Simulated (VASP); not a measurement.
# Zn3In8O15 in VASP: notebook, part 2 of 2

VASP 6.6.1. Earlier steps stand in the parts before.

**3. Single point, PBE**

INCAR

```
SYSTEM = Zn3In8O15
PREC = Accurate
ENCUT = 520
EDIFF = 1E-6
ISMEAR = -1
SIGMA = 0.2585
LREAL = .False.
LASPH = .True.
NELM = 120
ALGO = Normal
ISIF = 2
LWAVE = .False.
LCHARG = .False.
GGA = PE
NBANDS = 134
ISYM = 0
GGA_COMPAT = .False.
```

KPOINTS

```
regular mesh
0
Gamma
  1 1 1
  0 0 0
```

POSCAR

```
Zn3In8O15
1.0
    7.1668360000     -0.0632620000      0.0376150000
   -0.0632620000      6.9529050000      0.1854250000
    0.0376150000      0.1854250000      6.9995360000
Zn O In
3 15 8
Direct
    0.3026507610      0.9169012611     -0.0214106513
    0.9934286268      0.2139929105      0.1671560153
    0.3658436819      1.0027209256      0.4553359340
    0.5847623163      0.8506410527      0.3563640573
    0.6974713166      0.6816143461     -0.0010967475
    0.9490041389      0.4074666921      0.3373423178
    0.1977189687      0.5760675182      0.4790312503
    1.1334087142      0.3953234322      0.7794118044
    0.7397945888      0.1323047536      0.0997573293
    0.0492312563     -0.0032709024      1.0399770318
   -0.0029813683      0.0032209221      0.6577625866
    0.8113063961      0.6749620717      0.7396667247
    0.5518070970      0.2773160553      0.7821773395
    0.6337445068      0.5607858029      0.4271297402
    0.3713070866      0.3151929785      0.4890267906
    0.0645705202      0.9067433702      0.4135868850
    0.3748731941      0.8558118098      0.7367184396
    0.2525189339      0.6364884440      0.0270037372
    0.7002328833      0.2827633804      0.4835821032
    0.8779738539      0.6904737214      0.2563904127
    0.7158630396      0.3982614456      0.9494832491
    0.8260576109      0.9901707554      0.8595974691
    0.1201879185      0.6790234193      0.7258082841
    0.2799097353      0.3566629231      0.0082956889
    0.4293137464      0.6541383353      0.2358071682
    0.4587293849      0.5851089915      0.6794601899
```

Potentials or basis: VASP PAW PBE potentials, release 64 (Zn, O, In_d).

Run with:

```
> cat potpaw_PBE.64/Zn/POTCAR potpaw_PBE.64/O/POTCAR potpaw_PBE.64/In_d/POTCAR > POTCAR
> mpirun -np 1 vasp_gam > vasp.out
```

OUTCAR:

```text
SYSTEM = Zn3In8O15
   PREC = Accurate
   ENCUT = 520
   EDIFF = 1E-6
   ISMEAR = -1
   LREAL = .False.
   LASPH = .True.
   NELM = 120
   ISIF = 2
   GGA = PE
   ISYM = 0

 ion  position               nearest neighbor table
   1  0.303  0.917  0.979-  17 1.84  10 1.96  18 1.99  25 2.67  23 2.80  24 3.08  26 3.39
   2  0.993  0.214  0.167-  10 1.84   6 1.87   9 1.96  24 2.49  21 2.81  22 2.97  19 3.10  20 3.52

   3  0.366  0.003  0.455-   4 2.04  17 2.17  15 2.20  16 2.28  25 2.98  19 3.08  26 3.31  23 3.33

[... 345 lines left out ...]
  Total       30.6965670     40.5838102     44.7751987     -7.3264487      2.8778514      5.4115623
  in kB      141.1213010    186.5759157    205.8449825    -33.6818762     13.2303436     24.8785708
  external PRESSURE =     177.8473997 kB  Pullay stress =       0.0000000 kB

 VOLUME and BASIS-vectors are now :
 -----------------------------------------------------------------------------
  energy-cutoff  :      520.00
  volume of cell :      348.50
      direct lattice vectors                 reciprocal lattice vectors
     7.166836000 -0.063262000  0.037615000     0.139547094  0.001290600 -0.000784105
    -0.063262000  6.952905000  0.185425000     0.001290600  0.143938393 -0.003820014
     0.037615000  0.185425000  6.999536000    -0.000784105 -0.003820014  0.142972023

 POSITION                                       TOTAL-FORCE (eV/Angst)
 -----------------------------------------------------------------------------------
      2.14785      6.53744      7.03107        -0.610200      2.205497      0.432948
      7.11249      1.45602      1.24706        -0.160504     -0.530564      2.365363
      2.63890      0.08020      3.20141        -0.410738      1.221699      0.587154
      4.15049      5.94351      2.67411        -1.167918      4.426290      0.116584
      4.99312      4.88030      7.14448        -1.680118      0.802560      4.135287
      6.78827      2.83559      2.47249        -0.390613     -1.181962     -0.825720
[... 18 lines left out ...]
      3.04431      4.56473      1.78798         0.522453     -0.898923      2.842989
      3.27618      4.16518      4.88166         2.962766     -1.678094     -2.790102
 -----------------------------------------------------------------------------------
    total drift:                                0.000336      0.002157      0.000264

  FREE ENERGIE OF THE ION-ELECTRON SYSTEM (eV)
  ---------------------------------------------------
  free  energy   TOTEN  =      -109.5926272196 eV

  energy  without entropy=     -108.0089955530  energy(sigma->0) =     -108.80081139
```

OSZICAR:

```text
N       E                     dE             d eps       ncg     rms          rms(c)
DAV:   1     0.478302713016E+04    0.47830E+04   -0.10760E+05   268   0.278E+03
DAV:   2     0.122493435363E+04   -0.35581E+04   -0.34502E+04   268   0.843E+02
DAV:   3     0.780801395471E+02   -0.11469E+04   -0.10822E+04   282   0.360E+02
[... 14 lines left out ...]
DAV:  18    -0.109592626655E+03   -0.32314E-04   -0.33424E-04   368   0.110E-01    0.754E-02
DAV:  19    -0.109592632713E+03   -0.60578E-05   -0.12132E-04   376   0.667E-02    0.368E-02
DAV:  20    -0.109592630441E+03    0.22717E-05   -0.26028E-05   344   0.371E-02    0.228E-02
DAV:  21    -0.109592627463E+03    0.29784E-05   -0.14278E-05   352   0.208E-02    0.140E-02
DAV:  22    -0.109592627220E+03    0.24319E-06   -0.58012E-06   248   0.105E-02
   1 F= -.10959263E+03 E0= -.10880081E+03  d E =-.158363E+01
```

stdout:

```text
POSCAR found type information on POSCAR ZnO In
 POSCAR found :  3 types and      26 ions
 scaLAPACK will be used
 -----------------------------------------------------------------------------
|                                                                             |
|                                                                             |
|     You have a (more or less) 'large supercell' and for larger cells it     |
|     might be more efficient to use real-space projection operators.         |
|     Therefore, try LREAL= Auto in the INCAR file.                           |
|     Mind: For very accurate calculation, you might also keep the            |
|     reciprocal projection scheme (i.e. LREAL=.FALSE.).                      |
|                                                                             |
 -----------------------------------------------------------------------------

 LDA part: xc-table for (Slater+PW92), standard interpolation
 POSCAR, INCAR and KPOINTS ok, starting setup
 FFT: planning ... GRIDC
 FFT: planning ... GRID_SOFT
 FFT: planning ... GRID
 WAVECAR not read
 entering main loop
```

Wall time 2.1 min (1 thread of Intel Xeon Platinum 8259CL at 2.50GHz (Skylake/Cascade Lake), shared host); peak memory 0.36 GiB.

What came out:

```
Free energy   : -109.5926 eV
Pressure      : 17.8 GPa
Largest force : 6.633 eV/Å
```

Forces in eV/Å, atoms in the order of the input:
```
Zn  -0.610  2.205  0.433
Zn  -0.161 -0.531  2.365
Zn  -0.411  1.222  0.587
O   -1.168  4.426  0.117
O   -1.680  0.803  4.135
O   -0.391 -1.182 -0.826
O    2.361  1.166 -2.580
O   -1.521 -1.705  0.027
O   -1.162  0.892  0.634
O    2.579 -1.728  0.366
O    2.940  0.490 -3.344
O    1.091 -0.798 -1.768
O   -1.780 -0.781 -2.036
O    1.080 -1.207  0.324
O    1.016 -2.776 -1.498
O    0.021  0.404 -0.447
O    0.584  1.010 -1.345
O   -1.617  2.014 -0.222
In  -0.419 -1.711 -0.212
In   0.434  1.873  1.671
In   3.536  1.516  1.965
In  -3.846 -1.755  1.086
In  -5.910  2.960 -0.561
In   1.547 -4.231  1.076
In   0.522 -0.899  2.843
In   2.963 -1.678 -2.790
```

Caveat: the k points lie up to 0.90 Å⁻¹ apart; the atoms stand as in a frame of molecular dynamics.
